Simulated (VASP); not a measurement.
Wanted: the native input for a VASP 6.6.1 run.

```
Task                               : single point
Functional                         : HSE06
Potentials or basis                : VASP PAW PBE potentials, release 64 (Hg, Se)
Cutoff                             : 400 eV
k mesh                             : 6 × 6 × 6
Occupations                        : gaussian, width 0.01 eV
Spin                               : no spin polarisation
Dipole correction                  : no
Grid for exact exchange (PRECFOCK) : Normal
Further INCAR settings             : ALGO = Normal; EDIFF = 1e-06; NBANDS = 16
Share of exact exchange            : 0.25
Screening parameter                : 0.2079 1/Å
```

Crystal: HgSe.

```
Hg Se
1.0
     0.00000    3.06690    3.06690
     3.06690    0.00000    3.06690
     3.06690    3.06690    0.00000
Hg Se
1 1
Direct
  0.00000 0.00000 0.00000
  0.25000 0.25000 0.25000
```

The input as run:

POSCAR

```
HgSe
1.0
    0.0000000000      3.0668969927      3.0668969927
    3.0668969927      0.0000000000      3.0668969927
    3.0668969927      3.0668969927      0.0000000000
Hg Se
1 1
Direct
    0.0000000000      0.0000000000      0.0000000000
    0.2500000000      0.2500000000      0.2500000000
```

INCAR.step1

```
SYSTEM = HgSe
ALGO = Normal ; EDIFF = 1E-5
ENCUT = 400 ; GGA = PE
GGA_COMPAT = .False. ; ISIF = 2
ISMEAR = 0 ; LASPH = .True.
LREAL = .False. ; LWAVE = .True.
NBANDS = 16 ; NELM = 120
PREC = Accurate ; SIGMA = 0.01
```

INCAR.step2

```
SYSTEM = HgSe
ALGO = Normal ; EDIFF = 1E-6
ENCUT = 400 ; GGA = PE
GGA_COMPAT = .False. ; HFSCREEN = 0.2079
ISIF = 2 ; ISMEAR = 0
ISTART = 1 ; LASPH = .True.
LCHARG = .True. ; LELF = .True.
LHFCALC = .True. ; LREAL = .False.
LVHAR = .True. ; LWAVE = .False.
NBANDS = 16 ; NELM = 120
PREC = Accurate ; PRECFOCK = Normal
SIGMA = 0.01
```

KPOINTS

```
k-points
0
Gamma
  6 6 6
  0 0 0
```

Potentials or basis: VASP PAW PBE potentials, release 64 (Hg, Se).

Command:

```console
$ cat potpaw_PBE.64/Hg/POTCAR potpaw_PBE.64/Se/POTCAR > POTCAR
$ cp INCAR.step1 INCAR
$ mpirun -np 1 vasp_std > vasp.out
$ cp INCAR.step2 INCAR
$ mpirun -np 1 vasp_std > vasp.out
```

Results of the run:

```
Pressure               : 1.3 GPa
Band gap on the k mesh : zero (filled and empty bands touch)
```

Caveat: the PAW data sets were made with another functional, which shifts forces and pressure a little; spin-orbit coupling is left out, which moves the levels of the heavy elements.

Wall time 47 min on 1 thread of Intel(R) Xeon(R) Platinum 8259CL CPU @ 2.50GHz (Skylake/Cascade Lake), with other jobs on the host, peak memory 0.29 GiB.
